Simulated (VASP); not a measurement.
# PbS in VASP: further runs

PbS is run at these levels: PBEsol; tasks: single point.

Program: VASP 6.6.1. These are calculated values, not measurements. Logs are shortened: lines on timing, memory, paths and dates and some standing lists are left out, and cuts for length are marked.

## Step 1: The cell of the first run

The cell holds a slab with vacuum, 4 atoms: a = 4.130 Å, b = 4.130 Å, c = 11.759 Å, α = 93.75°, β = 93.75°, γ = 89.21°.

## Step 2: Single point, PBEsol

Input file INCAR:

```
SYSTEM = PbS
PREC = Accurate ; ENCUT = 520
EDIFF = 1E-7 ; ISMEAR = 0
SIGMA = 0.01 ; LREAL = .False.
LASPH = .True. ; NELM = 100
ALGO = Normal ; ISIF = 2
LWAVE = .False. ; LCHARG = .False.
GGA = PS ; NBANDS = 28
```

Input file KPOINTS:

```
regular mesh
0
Gamma
  6 6 2
  0 0 0
```

Input file POSCAR:

```
PbS
1.0
    2.9405000000     -2.9000000000      0.0000000000
    2.9405000000      2.9000000000      0.0000000000
   -1.0800550000      0.0000000000     11.7092940000
Pb S
2 2
Direct
    0.7756000000      0.7756000000      0.6363800000
    0.2244000000      0.2244000000      0.3636200000
    0.2684000000      0.2684000000      0.5986000000
    0.7316000000      0.7316000000      0.4014000000
```

Potentials or basis: VASP PAW PBE potentials, release 64 (Pb_d, S).

The run is started by

```bash
cat potpaw_PBE.64/Pb_d/POTCAR potpaw_PBE.64/S/POTCAR > POTCAR
mpirun -np 1 vasp_std > vasp.out
```

OUTCAR:

```text
SYSTEM = PbS
   PREC = Accurate
   ENCUT = 520
   EDIFF = 1E-7
   ISMEAR = 0
   LREAL = .False.
   LASPH = .True.
   NELM = 100
   ISIF = 2
   GGA = PS

 ion  position               nearest neighbor table
   1  0.776  0.776  0.636-   4 2.75   3 2.93   3 2.93   3 2.97   3 2.98
   2  0.224  0.224  0.364-   3 2.75   4 2.93   4 2.93   4 2.97   4 2.98
   3  0.268  0.268  0.599-   2 2.75   1 2.93   1 2.93   1 2.97   1 2.98
   4  0.732  0.732  0.401-   1 2.75   2 2.93   2 2.93   2 2.97   2 2.98

  LATTYP: Found a base centered monoclinic cell.
 ALAT       =     5.8810000000
 B/A-ratio  =     0.9862268322
 C/A-ratio  =     1.9994899100
 COS(beta)  =    -0.0918492206

  Lattice vectors:

 A1 = (   2.9405000000,  -2.9000000000,   0.0000000000)
 A2 = (   2.9405000000,   2.9000000000,   0.0000000000)
 A3 = (  -1.0800550000,   0.0000000000,  11.7092940000)

Analysis of symmetry for initial positions (statically):
=====================================================================
 Subroutine PRICEL returns:
 Original cell was already a primitive cell.

 Routine SETGRP: Setting up the symmetry group for a
 base centered monoclinic supercell.

 Subroutine GETGRP returns: Found  4 space group operations
 (whereof  4 operations were pure point group operations)
 out of a pool of  4 trial point group operations.

The static configuration has the point symmetry C_2h.

Analysis of symmetry for dynamics (positions and initial velocities):
=====================================================================
 Subroutine PRICEL returns:
 Original cell was already a primitive cell.

 Routine SETGRP: Setting up the symmetry group for a
 base centered monoclinic supercell.

 Subroutine GETGRP returns: Found  4 space group operations
 (whereof  4 operations were pure point group operations)
 out of a pool of  4 trial point group operations.

The dynamic configuration has the point symmetry C_2h.

 Subroutine INISYM returns: Found  4 space group operations
 (whereof  4 operations are pure point group operations),
 and found     1 'primitive' translations

----------------------------------------------------------------------------------------

                                     Primitive cell

  volume of cell :     199.7008

  direct lattice vectors                    reciprocal lattice vectors
     2.940500000 -2.900000000  0.000000000     0.170039109 -0.172413793  0.015684258
     2.940500000  2.900000000  0.000000000     0.170039109  0.172413793  0.015684258
    -1.080055000  0.000000000 11.709294000     0.000000000  0.000000000  0.085402245
[... 89 lines left out ...]
   LREAL  =      F    real-space projection
   EDIFFG = 0.1E-05   stopping-criterion for IOM
   NSW    =      0    number of steps for IOM
   IBRION =     -1    ionic relax: 0-MD 1-quasi-New 2-CG
   NFREE  =      0    steps in history (QN), initial steepest desc. (CG)
   ISIF   =      2    stress and relaxation
   ISYM   =      2    0-nonsym 1-usesym 2-fastsym
   POTIM  = 0.5000    time-step for ionic-motion
   TEBEG  =    0.0;   TEEND  =   0.0 temperature during run
   PSTRESS=    0.0 pullay stress
   NELECT =      40.0000    total number of electrons
   NUPDOWN=      -1.0000    fix difference up-down
   EMIN   =  10.00;   EMAX   =-10.00  energy-range for DOS
   EFERMI =   0.00;   METHOD = LEGACY
   ISMEAR =     0;   SIGMA  =   0.01  broadening in eV -4-tet -1-fermi 0-gaus
   EFERMI_NEDOS =   21; number of points for ismear=-14 and -15
   IALGO  =     38    algorithm
   IMIX   =      4    mixing-type and parameters
     AMIX     =   0.40;   BMIX     =  1.00
     AMIX_MAG =   1.60;   BMIX_MAG =  1.00
  volume/ion in A,a.u.               =      49.93       336.91
  Fermi-wavevector in a.u.,A,eV,Ry     =   0.957859  1.810091 12.483259  0.917494
  Thomas-Fermi vector in A             =   2.086915
   LORBIT       =      0    0 simple, 1 ext, 2 COOP (PROOUT), +10 PAW based schemes
   GGA     = PS    functional components
   LHFCALC =     F    Hartree Fock is set to
   AEXX    =    0.0000 exact exchange contribution
   IVDW    =     0    specifies the selected vdW correction
   LEPSILON=     F    determine dielectric tensor
   LRPA    =     F    only Hartree local field effects (RPA)
 non-spin polarized calculation
 Gauss-broadening in eV      SIGMA  =   0.01
  energy-cutoff  :      520.00
  volume of cell :      199.70
 maximum number of plane-waves:      5393
   NGX = 15   NGY = 15   NGZ = 43

 number of electron      40.0000009 magnetization

 Free energy of the ion-electron system (eV)
  ---------------------------------------------------
  ext. energy  EPLUGINS =         0.00000000
  ---------------------------------------------------
  free energy    TOTEN  =       -18.42216855 eV

  energy without entropy =      -18.42216855  energy(sigma->0) =      -18.42216855

 E-fermi :   0.6839     XC(G=0):  -5.9530

 val. band max:        0.6237878993   @ k =   0.0000   0.0000   0.0000
 cond. band min:       1.8732620951   @ k =   0.0000   0.0000   0.5000
 fundamental gap:      1.2494741958
 Fermi energy:         0.6839302355

 k-point     1 :       0.0000    0.0000    0.0000
  band No.  band energies     occupation
      1     -15.6598      2.00000
      2     -15.5721      2.00000
      3     -15.5718      2.00000
      4     -15.5631      2.00000
      5     -15.5339      2.00000
      6     -15.5293      2.00000
[... 733 lines left out ...]
     27       7.4425      0.00000
     28       7.5858      0.00000

 [... further k-points ...]

------------------------ aborting loop because EDIFF is reached ----------------------------------------

  FORCE on cell =-STRESS in cart. coord.  units (eV):
  Direction    XX          YY          ZZ          XY          YZ          ZX
  --------------------------------------------------------------------------------------
  -------------------------------------------------------------------------------------
  Total       -1.2576576     -0.2094978     -2.6364632      0.0000000      0.0000000     -0.0126216
  in kB      -10.0900450     -1.6807769    -21.1520471      0.0000000      0.0000000     -0.1012615
  external PRESSURE =     -10.9742897 kB  Pullay stress =       0.0000000 kB

 VOLUME and BASIS-vectors are now :
 -----------------------------------------------------------------------------
  energy-cutoff  :      520.00
  volume of cell :      199.70
      direct lattice vectors                 reciprocal lattice vectors
     2.940500000 -2.900000000  0.000000000     0.170039109 -0.172413793  0.015684258
     2.940500000  2.900000000  0.000000000     0.170039109  0.172413793  0.015684258
    -1.080055000  0.000000000 11.709294000     0.000000000  0.000000000  0.085402245

 POSITION                                       TOTAL-FORCE (eV/Angst)
 -----------------------------------------------------------------------------------
      3.87398      0.00000      7.45156        -0.001453      0.000000     -0.675230
      0.92697      0.00000      4.25773         0.001453      0.000000      0.675230
      0.93194      0.00000      7.00918        -0.003945      0.000000     -0.186774
      3.86901      0.00000      4.70011         0.003945      0.000000      0.186774
 -----------------------------------------------------------------------------------
    total drift:                                0.000000      0.000000      0.000000

  FREE ENERGIE OF THE ION-ELECTRON SYSTEM (eV)
  ---------------------------------------------------
  free  energy   TOTEN  =       -18.4221685489 eV

  energy  without entropy=      -18.4221685489  energy(sigma->0) =      -18.42216855
```

OSZICAR:

```text
N       E                     dE             d eps       ncg     rms          rms(c)
DAV:   1     0.401253393047E+03    0.40125E+03   -0.17734E+04  1488   0.130E+03
DAV:   2     0.322263620399E+02   -0.36903E+03   -0.35820E+03  1520   0.348E+02
DAV:   3    -0.169705205567E+02   -0.49197E+02   -0.48261E+02  1928   0.149E+02
DAV:   4    -0.195438089091E+02   -0.25733E+01   -0.25583E+01  1696   0.396E+01
DAV:   5    -0.196562830213E+02   -0.11247E+00   -0.11243E+00  1960   0.837E+00    0.628E+00
DAV:   6    -0.185023504011E+02    0.11539E+01   -0.28218E+00  2040   0.103E+01    0.381E+00
DAV:   7    -0.184611164610E+02    0.41234E-01   -0.56041E-01  1752   0.301E+00    0.232E+00
DAV:   8    -0.184287175702E+02    0.32399E-01   -0.14923E-01  1972   0.274E+00    0.115E+00
DAV:   9    -0.184214370200E+02    0.72806E-02   -0.38901E-02  1956   0.141E+00    0.284E-01
DAV:  10    -0.184169245262E+02    0.45125E-02   -0.10463E-02  1680   0.389E-01    0.206E-01
DAV:  11    -0.184169768796E+02   -0.52353E-04   -0.30919E-03  1804   0.214E-01    0.123E-01
DAV:  12    -0.184200050672E+02   -0.30282E-02   -0.94750E-04  1716   0.171E-01    0.711E-02
DAV:  13    -0.184215685486E+02   -0.15635E-02   -0.57846E-04  1540   0.104E-01    0.271E-02
DAV:  14    -0.184220088518E+02   -0.44030E-03   -0.88764E-05  1536   0.546E-02    0.256E-02
DAV:  15    -0.184221660581E+02   -0.15721E-03   -0.58883E-05  1504   0.391E-02    0.871E-03
DAV:  16    -0.184221683875E+02   -0.23295E-05   -0.57247E-06  1760   0.136E-02    0.649E-03
DAV:  17    -0.184221684985E+02   -0.11098E-06   -0.47341E-07  1416   0.398E-03    0.234E-03
DAV:  18    -0.184221685489E+02   -0.50389E-07   -0.37760E-07  1284   0.311E-03
   1 F= -.18422169E+02 E0= -.18422169E+02  d E =-.268623E-19
```

It took 3 min on 1 thread of Intel Xeon Platinum 8488C (Sapphire Rapids), shared host; peak memory 0.35 GiB.

Results:

| Property | Result |
| --- | --- |
| Free energy | -18.4222 eV |
| Largest force | 0.675 eV/Å |
| Band gap on the k mesh | 1.25 eV, direct |

Forces on the atoms (eV/Å):
```
Pb  -0.001  0.000 -0.675
Pb   0.001  0.000  0.675
S   -0.004  0.000 -0.187
S    0.004  0.000  0.187
```

Levels at points of the mesh, in eV from the valence-band top:
| k point | band 16 | band 17 | band 18 | band 19 | band 20 | band 21 | band 22 | band 23 | band 24 | band 25 |
| --- | --- | --- | --- | --- | --- | --- | --- | --- | --- | --- |
| (0.00, 0.00, 0.00) | -2.59 | -2.44 | -1.46 | -1.34 | 0.00 | 1.37 | 3.14 | 4.85 | 5.14 | 5.39 |
| (0.50, 0.00, 0.00) | -1.95 | -1.01 | -1.01 | -0.37 | -0.37 | 2.01 | 2.01 | 3.08 | 3.09 | 3.36 |
| (0.50, 0.50, 0.00) | -4.31 | -2.97 | -2.94 | -1.55 | -1.45 | 3.69 | 3.81 | 4.57 | 4.65 | 4.65 |
| (0.00, 0.00, 0.50) | -2.59 | -2.44 | -1.46 | -1.34 | 0.00 | 1.25 | 3.86 | 4.48 | 4.85 | 5.14 |
| (0.50, 0.00, 0.50) | -1.95 | -1.01 | -1.01 | -0.37 | -0.37 | 2.01 | 2.01 | 3.08 | 3.08 | 3.31 |
| (0.50, 0.50, 0.50) | -4.31 | -2.97 | -2.94 | -1.55 | -1.45 | 3.68 | 3.78 | 4.58 | 4.64 | 4.68 |

Caveat: the PAW data sets were made with another functional, which shifts forces and pressure a little; spin-orbit coupling is left out, which moves the levels of the heavy elements.

## Step 3: Single point, PBEsol

Input file INCAR:

```
  PREC = Accurate
  ENCUT = 520
  EDIFF = 1E-6
  ISMEAR = 0
  SIGMA = 0.01
  LREAL = F
  LASPH = T
  NELM = 80
  ALGO = Normal
  ISIF = 2
  LWAVE = F
  LCHARG = F
  GGA = PS
  NBANDS = 28
```

Input file KPOINTS:

```
Automatic mesh
0
Gamma
  6 6 2
```

POSCAR is that of step 2.

Potentials or basis: VASP PAW PBE potentials, release 64 (Pb_d, S).

The run is started by

```bash
cat potpaw_PBE.64/Pb_d/POTCAR potpaw_PBE.64/S/POTCAR > POTCAR
mpirun -np 1 vasp_std > vasp.out
```

It took 2.6 min on 1 thread of Intel Xeon Platinum 8488C (Sapphire Rapids), shared host; peak memory 0.35 GiB.

It converged, with:

| Quantity | Value |
| --- | --- |
| Free energy | -18.4222 eV |
| Largest force | 0.675 eV/Å |
| Band gap on the k mesh | 1.25 eV, direct |

Forces in eV/Å, atoms in the order of the input:
```
Pb  -0.001  0.000 -0.675
Pb   0.001  0.000  0.675
S   -0.004  0.000 -0.187
S    0.004  0.000  0.187
```

Levels at points of the mesh, in eV from the valence-band top:
| k point | band 16 | band 17 | band 18 | band 19 | band 20 | band 21 | band 22 | band 23 | band 24 | band 25 |
| --- | --- | --- | --- | --- | --- | --- | --- | --- | --- | --- |
| (0.00, 0.00, 0.00) | -2.59 | -2.44 | -1.46 | -1.34 | 0.00 | 1.37 | 3.13 | 4.85 | 5.14 | 5.39 |
| (0.50, 0.00, 0.00) | -1.95 | -1.01 | -1.01 | -0.37 | -0.37 | 2.01 | 2.01 | 3.09 | 3.09 | 3.36 |
| (0.50, 0.50, 0.00) | -4.31 | -2.97 | -2.94 | -1.55 | -1.45 | 3.69 | 3.81 | 4.57 | 4.65 | 4.65 |
| (0.00, 0.00, 0.50) | -2.59 | -2.44 | -1.46 | -1.34 | 0.00 | 1.25 | 3.86 | 4.48 | 4.85 | 5.14 |
| (0.50, 0.00, 0.50) | -1.95 | -1.01 | -1.01 | -0.37 | -0.37 | 2.01 | 2.01 | 3.08 | 3.09 | 3.31 |
| (0.50, 0.50, 0.50) | -4.31 | -2.97 | -2.94 | -1.55 | -1.45 | 3.68 | 3.78 | 4.58 | 4.64 | 4.68 |

Caveat: the PAW data sets were made with another functional, which shifts forces and pressure a little; spin-orbit coupling is left out, which moves the levels of the heavy elements.
